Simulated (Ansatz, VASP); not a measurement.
## Two plane-wave programs on K

```
K
1.0
    -2.64171    2.64171    2.64171
     2.64171   -2.64171    2.64171
     2.64171    2.64171   -2.64171
K
1
Direct
  0.00000 0.00000 0.00000
```

Alike in both runs: task single point; functional PBE; k mesh 9 × 9 × 9; occupations methfessel-paxton of order 1, width 1 eV; no spin polarisation.

|  | VASP | Ansatz |
| --- | --- | --- |
| version | VASP 6.6.1 | Ansatz 0.2.0 |
| potentials or method | VASP PAW PBE potentials, release 64 (K_sv), cutoff 520 eV | plane waves (420 eV) with PAW, scalar-relativistic |
| valence electrons in the cell | 9 | 9 |

```tsv
	VASP	Ansatz	Ansatz less VASP
pressure (GPa)	0.0	0.0	+0.01
```

The functional is the same, so the differences come from potentials, cutoffs and numerics.
